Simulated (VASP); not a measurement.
# TiB2 (P6/mmm) in VASP: a series of runs

The runs below take TiB2 through single point, relaxation of shape and atoms at fixed volume, with PBEsol.

Program: VASP 6.6.1. These are calculated values, not measurements. Logs are shortened: lines on timing, memory, paths and dates and some standing lists are left out, and cuts for length are marked.

### Step 1. The cell of the first run

It takes space group P6/mmm (No. 191, hexagonal). Conventional cell: a = 3.018 Å, b = 3.018 Å, c = 3.185 Å, α = 90.00°, β = 90.00°, γ = 120.00°. Ti (site symmetry 6/mmm) has 12 B at 2.36 Å and 6 Ti at 3.02 Å within 3.1 Å. Within 2.3 Å of B (site symmetry -6m2) lie 3 B at 1.74 Å.

### Step 2. Single point, PBEsol

The input, INCAR:

```
SYSTEM = TiB2
PREC = Accurate ; ENCUT = 520
EDIFF = 1E-6 ; ISMEAR = 0
SIGMA = 0.1 ; LREAL = .FALSE.
LASPH = .TRUE. ; NELM = 80
ALGO = Normal ; ISIF = 2
LWAVE = .FALSE. ; LCHARG = .FALSE.
GGA = PS ; NBANDS = 16
```

The input, KPOINTS:

```
Automatic mesh
0
G
  15 15 14
  0 0 0
```

The input, POSCAR:

```
TiB2
1.0
    3.0175895767      0.0000000000      0.0000000000
   -1.5087947884      2.6133092316      0.0000000000
    0.0000000000      0.0000000000      3.1847627212
Ti B
1 2
Direct
    0.0000000000      0.0000000000      0.0000000000
    0.3333333333      0.6666666667      0.5000000000
    0.6666666667      0.3333333333      0.5000000000
```

Potentials or basis: VASP PAW PBE potentials, release 64 (Ti_sv, B).

Started as:

```console
> cat potpaw_PBE.64/Ti_sv/POTCAR potpaw_PBE.64/B/POTCAR > POTCAR
> mpirun -np 1 vasp_std > vasp.out
```

OUTCAR:

```text
SYSTEM = TiB2
   PREC = Accurate
   ENCUT = 520
   EDIFF = 1E-6
   ISMEAR = 0
   LREAL = .FALSE.
   LASPH = .TRUE.
   NELM = 80
   ISIF = 2
   GGA = PS

 ion  position               nearest neighbor table
   1  0.000  0.000  0.000-   2 2.36   3 2.36   2 2.36   3 2.36   3 2.36   3 2.36   2 2.36   2 2.36
                             3 2.36   3 2.36   2 2.36   2 2.36
   2  0.333  0.667  0.500-   3 1.74   3 1.74   3 1.74   1 2.36   1 2.36   1 2.36   1 2.36   1 2.36
                             1 2.36
   3  0.667  0.333  0.500-   2 1.74   2 1.74   2 1.74   1 2.36   1 2.36   1 2.36   1 2.36   1 2.36
                             1 2.36

  LATTYP: Found a hexagonal cell.
 ALAT       =     3.0175895767
 C/A-ratio  =     1.0553995632

  Lattice vectors:

 A1 = (   3.0175895767,   0.0000000000,   0.0000000000)
 A2 = (  -1.5087947884,   2.6133092316,   0.0000000000)
 A3 = (   0.0000000000,   0.0000000000,   3.1847627212)

Analysis of symmetry for initial positions (statically):
=====================================================================
 Subroutine PRICEL returns:
 Original cell was already a primitive cell.

 Routine SETGRP: Setting up the symmetry group for a
 hexagonal supercell.

 Subroutine GETGRP returns: Found 24 space group operations
 (whereof 24 operations were pure point group operations)
 out of a pool of 24 trial point group operations.

The static configuration has the point symmetry D_6h.

Analysis of symmetry for dynamics (positions and initial velocities):
=====================================================================
 Subroutine PRICEL returns:
 Original cell was already a primitive cell.

 Routine SETGRP: Setting up the symmetry group for a
 hexagonal supercell.

 Subroutine GETGRP returns: Found 24 space group operations
 (whereof 24 operations were pure point group operations)
 out of a pool of 24 trial point group operations.

The dynamic configuration has the point symmetry D_6h.

 Subroutine INISYM returns: Found 24 space group operations
 (whereof 24 operations are pure point group operations),
 and found     1 'primitive' translations

----------------------------------------------------------------------------------------

                                     Primitive cell

  volume of cell :      25.1147

  direct lattice vectors                    reciprocal lattice vectors
     3.017589577  0.000000000  0.000000000     0.331390328  0.191328295  0.000000000
    -1.508794788  2.613309232  0.000000000     0.000000000  0.382656590  0.000000000
     0.000000000  0.000000000  3.184762721     0.000000000  0.000000000  0.313995135

  length of vectors
     3.017589577  3.017589577  3.184762721     0.382656590  0.382656590  0.313995135

  position of ions in fractional coordinates (direct lattice)
     0.000000000  0.000000000  0.000000000
     0.333333333  0.666666667  0.500000000
     0.666666667  0.333333333  0.500000000

  ion indices of the primitive-cell ions
   primitive index   ion index
                 1           1
                 2           2
                 3           3

----------------------------------------------------------------------------------------

 KPOINTS: Automatic mesh

Automatic generation of k-mesh.
 Grid dimensions read from file:
 generate k-points for:   15   15   14

 Generating k-lattice:

  Cartesian coordinates                     Fractional coordinates (reciprocal lattice)
     0.022092689  0.012755220  0.000000000     0.066666667  0.000000000  0.000000000
     0.000000000  0.025510439  0.000000000     0.000000000  0.066666667  0.000000000
     0.000000000  0.000000000  0.022428224     0.000000000  0.000000000  0.071428571

  Length of vectors
     0.025510439  0.025510439  0.022428224

  Shift w.r.t. Gamma in fractional coordinates (k-lattice)
     0.000000000  0.000000000  0.000000000

 Subroutine IBZKPT returns following result:
 ===========================================

 Found    216 irreducible k-points:

 Following reciprocal coordinates:
            Coordinates               Weight
  0.000000  0.000000  0.000000      1.000000
  0.066667 -0.000000  0.000000      6.000000
  0.133333 -0.000000  0.000000      6.000000
  0.200000 -0.000000  0.000000      6.000000
  0.266667 -0.000000  0.000000      6.000000
  0.333333  0.000000  0.000000      6.000000
[... 16 lines left out ...]
  0.333333  0.200000  0.000000     12.000000
  0.400000  0.200000  0.000000      6.000000
 [... further k-points ...]
   k-points           NKPTS =    216   k-points in BZ     NKDIM =    216   number of bands    NBANDS=     16
   number of dos      NEDOS =    301   number of ions     NIONS =      3
   total plane-waves  NPLWV =  13824
   dimension x,y,z NGX =    24 NGY =   24 NGZ =   24
   dimension x,y,z NGXF=    48 NGYF=   48 NGZF=   48
   ions per type =               1   2
   NGX,Y,Z   is equivalent  to a cutoff of  13.22, 13.22, 12.53 a.u.
   NGXF,Y,Z  is equivalent  to a cutoff of  26.44, 26.44, 25.06 a.u.
 SYSTEM =  TiB2
   PREC   = accura    normal or accurate (medium, high low for compatibility)
   ISTART =      0    job   : 0-new  1-cont  2-samecut
   ICHARG =      2    charge: 1-file 2-atom 10-const
   ISPIN  =      1    spin polarized calculation?
   LNONCOLLINEAR =      F non collinear calculations
   LSORBIT =      F    spin-orbit coupling
   LASPH  =      T    aspherical Exc in radial PAW
   ENCUT  =  520.0 eV  38.22 Ry    6.18 a.u.   5.61  5.61  5.92*2*pi/ulx,y,z
   NELM   =     80;   NELMIN=  2; NELMDL= -5     # of ELM steps
   EDIFF  = 0.1E-05   stopping-criterion for ELM
   LREAL  =      F    real-space projection
[... 7 lines left out ...]
   TEBEG  =    0.0;   TEEND  =   0.0 temperature during run
   PSTRESS=    0.0 pullay stress
   NELECT =      18.0000    total number of electrons
   NUPDOWN=      -1.0000    fix difference up-down
   EMIN   =  10.00;   EMAX   =-10.00  energy-range for DOS
   EFERMI =   0.00;   METHOD = LEGACY
   ISMEAR =     0;   SIGMA  =   0.10  broadening in eV -4-tet -1-fermi 0-gaus
   EFERMI_NEDOS =   21; number of points for ismear=-14 and -15
   IALGO  =     38    algorithm
   IMIX   =      4    mixing-type and parameters
     AMIX     =   0.40;   BMIX     =  1.00
     AMIX_MAG =   1.60;   BMIX_MAG =  1.00
  volume/ion in A,a.u.               =       8.37        56.49
[... 35 lines left out ...]
  band No.  band energies     occupation
      1     -46.4925      2.00000
      2     -22.9513      2.00000
      3     -22.6296      2.00000
      4     -22.6296      2.00000
      5      -3.4311      2.00000
      6       7.4380      2.00000
[... 8 lines left out ...]
     15      15.9240      0.00000
     16      17.1442      0.00000

 k-point     2 :       0.0667   -0.0000    0.0000
  band No.  band energies     occupation
      1     -46.4899      2.00000
      2     -22.9481      2.00000
      3     -22.6490      2.00000
      4     -22.6340      2.00000
      5      -3.3442      2.00000
      6       7.1911      2.00000
[... 8 lines left out ...]
     15      16.5000      0.00000
     16      17.4148      0.00000

 k-point     3 :       0.1333   -0.0000    0.0000
  band No.  band energies     occupation
      1     -46.4827      2.00000
      2     -22.9390      2.00000
      3     -22.7036      2.00000
      4     -22.6464      2.00000
      5      -3.0868      2.00000
      6       6.5229      2.00000
[... 8 lines left out ...]
     15      17.7112      0.00000
     16      18.2326      0.00000

 k-point     4 :       0.2000   -0.0000    0.0000
  band No.  band energies     occupation
      1     -46.4721      2.00000
      2     -22.9256      2.00000
      3     -22.7831      2.00000
      4     -22.6645      2.00000
      5      -2.6688      2.00000
      6       5.5941      2.00000
[... 8 lines left out ...]
     15      18.1445      0.00000
     16      19.2022      0.00000

 k-point     5 :       0.2667   -0.0000    0.0000
  band No.  band energies     occupation
      1     -46.4598      2.00000
      2     -22.9102      2.00000
      3     -22.8733      2.00000
      4     -22.6853      2.00000
      5      -2.1042      2.00000
      6       4.5394      2.00000
[... 8 lines left out ...]
     15      17.6067      0.00000
     16      19.6071      0.00000

 k-point     6 :       0.3333    0.0000    0.0000
  band No.  band energies     occupation
      1     -46.4481      2.00000
      2     -22.9585      2.00000
      3     -22.8955      2.00000
      4     -22.7051      2.00000
      5      -1.4092      2.00000
      6       3.4425      2.00000
[... 8 lines left out ...]
     15      17.7573      0.00000
     16      19.3237      0.00000

 k-point     7 :       0.4000   -0.0000    0.0000
  band No.  band energies     occupation
      1     -46.4389      2.00000
      2     -23.0243      2.00000
      3     -22.8839      2.00000
      4     -22.7205      2.00000
      5      -0.6013      2.00000
      6       2.3541      2.00000
[... 8 lines left out ...]
     15      17.8108      0.00000
     16      18.9294      0.00000

 k-point     8 :       0.4667   -0.0000    0.0000
  band No.  band energies     occupation
      1     -46.4338      2.00000
      2     -23.0600      2.00000
      3     -22.8776      2.00000
      4     -22.7289      2.00000
      5       0.2971      2.00000
      6       1.3124      2.00000
[... 8 lines left out ...]
     15      17.8224      0.00000
     16      18.6429      0.00000

 k-point     9 :       0.0667    0.0667    0.0000
  band No.  band energies     occupation
      1     -46.4851      2.00000
      2     -22.9420      2.00000
      3     -22.6854      2.00000
      4     -22.6430      2.00000
      5      -3.1720      2.00000
      6       6.7642      2.00000
[... 8 lines left out ...]
     15      17.1851      0.00000
     16      18.0146      0.00000
[... 172 lines left out ...]
 k-point    19 :       0.3333    0.1333    0.0000
  band No.  band energies     occupation
      1     -46.4360      2.00000
      2     -23.0086      2.00000
      3     -22.8804      2.00000
      4     -22.7626      2.00000
      5      -0.3764      2.00000
      6       2.5144      2.00000
[... 8 lines left out ...]
     15      18.4576      0.00000
     16      19.5351      0.00000

 k-point    20 :       0.4000    0.1333    0.0000
  band No.  band energies     occupation
      1     -46.4314      2.00000
      2     -23.0371      2.00000
      3     -22.8746      2.00000
      4     -22.7747      2.00000
      5       0.5194      2.00000
      6       1.4971      2.00000
[... 8 lines left out ...]
     15      18.4511      0.00000
     16      19.4490      0.00000

 k-point    21 :       0.2000    0.2000    0.0000
  band No.  band energies     occupation
      1     -46.4452      2.00000
      2     -22.9393      2.00000
      3     -22.8919      2.00000
      4     -22.7508      2.00000
      5      -1.2505      2.00000
      6       3.8972      2.00000
[... 8 lines left out ...]
     15      18.8671      0.00000
     16      19.9665      0.00000

 k-point    22 :       0.2667    0.2000    0.0000
  band No.  band energies     occupation
      1     -46.4366      2.00000
      2     -22.9791      2.00000
      3     -22.8810      2.00000
      4     -22.7883      2.00000
      5      -0.5129      2.00000
      6       3.1286      2.00000
[... 8 lines left out ...]
     15      18.9729      0.00000
     16      20.2143      0.00000

 k-point    23 :       0.3333    0.2000    0.0000
  band No.  band energies     occupation
      1     -46.4307      2.00000
      2     -23.0040      2.00000
      3     -22.8737      2.00000
      4     -22.8157      2.00000
      5       0.3283      2.00000
      6       2.2077      2.00000
[... 8 lines left out ...]
     15      19.0679      0.00000
     16      20.2842      0.00000

 k-point    24 :       0.4000    0.2000    0.0000
  band No.  band energies     occupation
      1     -46.4286      2.00000
      2     -23.0124      2.00000
      3     -22.8710      2.00000
      4     -22.8258      2.00000
      5       1.2291      2.00000
      6       1.2680      2.00000
[... 8 lines left out ...]
     15      19.1239      0.00000
     16      20.3037      0.00000

 [... further k-points ...]
[... 5 lines left out ...]
  --------------------------------------------------------------------------------------
  -------------------------------------------------------------------------------------
  Total        0.0658649      0.0658649      0.0446517     -0.0000000     -0.0000000     -0.0000000
  in kB        4.2018101      4.2018101      2.8485291     -0.0000000     -0.0000000     -0.0000000
  external PRESSURE =       3.7507164 kB  Pullay stress =       0.0000000 kB

 VOLUME and BASIS-vectors are now :
 -----------------------------------------------------------------------------
  energy-cutoff  :      520.00
  volume of cell :       25.11
      direct lattice vectors                 reciprocal lattice vectors
     3.017589577  0.000000000  0.000000000     0.331390328  0.191328295  0.000000000
    -1.508794788  2.613309232  0.000000000     0.000000000  0.382656590  0.000000000
     0.000000000  0.000000000  3.184762721     0.000000000  0.000000000  0.313995135

 POSITION                                       TOTAL-FORCE (eV/Angst)
 -----------------------------------------------------------------------------------
      0.00000      0.00000      0.00000         0.000000      0.000000      0.000000
     -0.00000      1.74221      1.59238         0.000000     -0.000000      0.000000
      1.50879      0.87110      1.59238        -0.000000      0.000000      0.000000
 -----------------------------------------------------------------------------------
    total drift:                               -0.000000      0.000000      0.000000

  FREE ENERGIE OF THE ION-ELECTRON SYSTEM (eV)
  ---------------------------------------------------
  free  energy   TOTEN  =       -25.7930716640 eV

  energy  without entropy=      -25.7912305283  energy(sigma->0) =      -25.79215110
```

Wall time 41 s (1 thread of Intel Xeon Platinum 8259CL at 2.50GHz (Skylake/Cascade Lake), shared host); peak memory 0.2 GiB.

What came out:

| Quantity | Value |
| --- | --- |
| Free energy | -25.7931 eV |
| Pressure | 0.4 GPa |
| Band gap on the k mesh | zero (band 9 reaches 10.51 eV, above the bottom of band 10 at 9.89 eV) |

Stress tensor (GPa, compression positive):
```
0.42 0.00 0.00
0.00 0.42 0.00
0.00 0.00 0.28
```

Caveat: the PAW data sets were made with another functional, which shifts forces and pressure a little.

### Step 3. Relaxation of shape and atoms at fixed volume, PBEsol (volume scaled by 1.03)

The input, INCAR:

```
SYSTEM = TiB2
PREC = Accurate ; ENCUT = 600
EDIFF = 1E-6 ; ISMEAR = 0
SIGMA = 0.1 ; LREAL = .False.
LASPH = .True. ; NELM = 100
ALGO = Normal ; ISIF = 4
LWAVE = .False. ; LCHARG = .False.
GGA = PS ; IBRION = 2
NSW = 50 ; EDIFFG = -0.01
```

The input, KPOINTS:

```
regular mesh
0
Gamma
  18 18 14
  0 0 0
```

The input, POSCAR:

```
TiB2
1.0
    3.0470818242      0.0000000000      0.0000000000
   -1.5235409121      2.6388502672      0.0000000000
    0.0000000000      0.0000000000      3.2173453940
Ti B
1 2
Direct
    0.0000000000      0.0000000000      0.0000000000
    0.3333333333      0.6666666667      0.5000000000
    0.6666666667      0.3333333333      0.5000000000
```

Potentials or basis: VASP PAW PBE potentials, release 64 (Ti_sv, B).

Started as:

```console
> cat potpaw_PBE.64/Ti_sv/POTCAR potpaw_PBE.64/B/POTCAR > POTCAR
> mpirun -np 1 vasp_std > vasp.out
```

Run time: 88 s. Hardware: 1 thread of Intel Xeon 6975P-C, shared host; peak memory 0.26 GiB.

It converged, with:

* Free energy: -25.7795 eV
* Energy gained by relaxing: 0.1 meV/atom
* Ionic steps: 2
* Pressure after relaxing: -7.1 GPa
* Band gap on the k mesh: zero (band 9 reaches 10.19 eV, above the bottom of band 10 at 9.59 eV)

Step by step:
| step | energy change (eV) | largest force (eV/Å) | pressure (GPa) | volume (Å³) |
| --- | --- | --- | --- | --- |
| 1 | 0.0000 | 0.0000 | -7.19 | 25.87 |
| 2 | -0.0003 | 0.0000 | -7.08 | 25.87 |

Final structure:
```
Ti B
1.0
     3.04335    0.00000    0.00000
    -1.52168    2.63562    0.00000
     0.00000    0.00000    3.22524
Ti B
1 2
Direct
  0.00000 0.00000 0.00000
  0.33333 0.66667 0.50000
  0.66667 0.33333 0.50000
```

Levels at points of the mesh, in eV from the Fermi level:
```tsv
k point	band 7	band 8	band 9	band 10	band 11	band 12
(0.00, 0.00, 0.00)	-2.65	-2.27	-2.15	1.84	1.84	3.64
(0.50, 0.00, 0.00)	-3.28	-3.19	-2.31	1.29	2.67	3.15
(0.00, 0.00, 0.50)	-0.58	-0.58	-0.26	-0.26	0.39	0.39
(0.50, 0.00, 0.50)	-4.66	-3.84	-3.17	2.45	2.86	4.44
```

Caveat: the cell differs from its parent crystal (volume scaled by 1.03); the PAW data sets were made with another functional, which shifts forces and pressure a little.

### Step 4. Relaxation of shape and atoms at fixed volume, PBEsol (volume scaled by 1.06)

The input, INCAR:

```
PREC = Accurate
ENCUT = 600
EDIFF = 1E-6
ISMEAR = 0
SIGMA = 0.1
LREAL = False
LASPH = True
NELM = 80
ALGO = Normal
ISIF = 4
LWAVE = False
LCHARG = False
GGA = PS
IBRION = 2
NSW = 50
EDIFFG = -0.01
```

The input, KPOINTS:

```
Automatic mesh
0
Gamma
  18 18 14
```

The input, POSCAR:

```
TiB2
1.0
    3.0721037064      0.0000000000      0.0000000000
   -1.5360518532      2.6605198528      0.0000000000
    0.0000000000      0.0000000000      3.2573379249
Ti B
1 2
Direct
    0.0000000000      0.0000000000      0.0000000000
    0.3333333333      0.6666666667      0.5000000000
    0.6666666667      0.3333333333      0.5000000000
```

Started as:

```console
> cat potpaw_PBE.64/Ti_sv/POTCAR potpaw_PBE.64/B/POTCAR > POTCAR
> mpirun -np 1 vasp_std > vasp.out
```

It took 2.5 min on 1 thread of Intel Xeon 6975P-C, shared host; peak memory 0.27 GiB.

Results (log left out):

```yaml
Free_energy: -25.7315 eV
Energy_gained_by_relaxing: 0.1 meV/atom
Ionic_steps: 2
Pressure_after_relaxing: -13.4 GPa
Band_gap_on_the_k_mesh: zero (band 9 reaches 9.88 eV, above the bottom of band 10 at 9.31 eV)
```

Step by step:
```
step  energy change (eV)  largest force (eV/Å)  pressure (GPa)  volume (Å³)
   1              0.0000                0.0000          -13.54        26.62
   2             -0.0002                0.0000          -13.44        26.62
```

Final structure:
```yaml
crystal:
  lattice:
    - [3.06868, 0.00000, 0.00000]
    - [-1.53434, 2.65755, 0.00000]
    - [0.00000, 0.00000, 3.26461]
  atoms:
    - { symbol: Ti, position: [0.00000, 0.00000, 0.00000] }
    - { symbol: B, position: [0.33333, 0.66667, 0.50000] }
    - { symbol: B, position: [0.66667, 0.33333, 0.50000] }
```

Levels at points of the mesh, in eV from the Fermi level:
| k point | band 6 | band 7 | band 8 | band 9 | band 10 | band 11 | band 12 | band 13 |
| --- | --- | --- | --- | --- | --- | --- | --- | --- |
| (0.00, 0.00, 0.00) | -2.56 | -2.56 | -2.30 | -2.09 | 1.76 | 1.76 | 3.49 | 3.49 |
| (0.50, 0.00, 0.00) | -9.15 | -3.23 | -3.14 | -2.23 | 1.23 | 2.57 | 3.02 | 3.26 |
| (0.00, 0.00, 0.50) | -7.49 | -0.56 | -0.56 | -0.23 | -0.23 | 0.38 | 0.38 | 1.53 |
| (0.50, 0.00, 0.50) | -7.46 | -4.54 | -3.74 | -3.16 | 2.32 | 2.75 | 4.22 | 4.36 |

Caveat: the cell differs from its parent crystal (volume scaled by 1.06); the PAW data sets were made with another functional, which shifts forces and pressure a little.

### Step 5. Overview

| task | cell | k mesh | cutoff (eV) | gap on the mesh (eV) | pressure (GPa) |
| --- | --- | --- | --- | --- | --- |
| single point | a = 3.018, b = 3.018, c = 3.185 Å, angles 90.0, 90.0, 120.0°, 3 atoms | 15 × 15 × 14 | 520 | none | 0.4 |
| relaxation of shape and atoms at fixed volume | relaxed from a = 3.047, b = 3.047, c = 3.217 Å, angles 90.0, 90.0, 120.0°, 3 atoms | 18 × 18 × 14 | 600 | none | -7.1 |
| relaxation of shape and atoms at fixed volume | relaxed from a = 3.072, b = 3.072, c = 3.257 Å, angles 90.0, 90.0, 120.0°, 3 atoms | 18 × 18 × 14 | 600 | none | -13.4 |

Alike in all rows: level PBEsol; potentials or basis VASP PAW PBE potentials, release 64 (Ti_sv, B); no spin polarisation; smearing gaussian 0.1 eV.

Caveats: the PAW data sets were made with another functional, which shifts forces and pressure a little.

Total energies depend on the potentials used, so only differences within one code and one set of settings carry meaning.
